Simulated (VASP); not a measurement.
Set up this calculation in VASP 6.6.1, as the native input.

* Task: single point
* Functional: PBEsol-based global hybrid with 25 % exact exchange
* Potentials or basis: VASP PAW PBE potentials, release 64 (Fe, O)
* Cutoff: 520 eV
* k mesh: 5 × 5 × 5
* Occupations: fermi-dirac, width 0.05 eV
* Spin: collinear spin, ferromagnetic start
* Starting moments: [3.0, 0.0] μB
* Dipole correction: no
* Grid for exact exchange (PRECFOCK): Normal
* Share of exact exchange: 0.25
* Further INCAR settings: ALGO = Normal; EDIFF = 1e-06; NBANDS = 18

The system is FeO.

```
Fe O
1.0
     0.00000    2.38188    2.38188
     2.38188    0.00000    2.38188
     2.38188    2.38188    0.00000
Fe O
1 1
Cartesian
  0.0000 0.0000 0.0000
  1.1909 1.1909 1.1909
```

The input as run:

POSCAR

```
FeO
1.0
    0.0000000000      2.3818830800      2.3818830800
    2.3818830800      0.0000000000      2.3818830800
    2.3818830800      2.3818830800      0.0000000000
Fe O
1 1
Direct
    0.0000000000      0.0000000000      0.0000000000
    0.2500000000      0.2500000000      0.2500000000
```

INCAR.step1

```
SYSTEM = FeO
PREC = Accurate
ENCUT = 520
EDIFF = 1E-5
ISMEAR = -1
SIGMA = 0.05
LREAL = .FALSE.
LASPH = .TRUE.
NELM = 150
ALGO = Normal
ISIF = 2
LWAVE = .TRUE.
ISPIN = 2
MAGMOM = 3 0
LORBIT = 11
LMAXMIX = 4
GGA = PE
NBANDS = 18
```

INCAR.step2

```
SYSTEM = FeO
PREC = Accurate
ENCUT = 520
EDIFF = 1E-6
ISMEAR = -1
SIGMA = 0.05
LREAL = .FALSE.
LASPH = .TRUE.
NELM = 150
ALGO = Normal
ISIF = 2
LWAVE = .FALSE.
LCHARG = .TRUE.
ISPIN = 2
MAGMOM = 3 0
LORBIT = 11
LMAXMIX = 4
GGA = PS
LHFCALC = .TRUE.
AEXX = 0.25
PRECFOCK = Normal
LELF = .TRUE.
LVHAR = .TRUE.
ISTART = 1
NBANDS = 18
```

KPOINTS

```
regular mesh
0
G
  5 5 5
  0 0 0
```

Potentials or basis: VASP PAW PBE potentials, release 64 (Fe, O).

Run with:

```sh
$ cat potpaw_PBE.64/Fe/POTCAR potpaw_PBE.64/O/POTCAR > POTCAR
$ cp INCAR.step1 INCAR
$ mpirun -np 1 vasp_std > vasp.out
$ cp INCAR.step2 INCAR
$ mpirun -np 1 vasp_std > vasp.out
```

It gave:

- Pressure: -20.1 GPa
- Band gap on the k mesh: zero (filled and empty bands overlap)
- Net moment: 4.02 μB per cell
- Site moments: Fe +3.78; O +0.24 μB
- Valence electrons inside the program's atomic spheres: Fe 6.62; O 4.99

Caveat: the k points lie up to 0.46 Å⁻¹ apart, too coarse for converged energies and pressures of a metal; the PAW data sets were made with another functional, which shifts forces and pressure a little; a cell with one magnetic atom can't hold antiferromagnetic order, which such compounds often take.

Wall time 58 min on 1 thread of Intel(R) Xeon(R) Platinum 8488C (Sapphire Rapids), with other jobs on the host, peak memory 0.18 GiB.
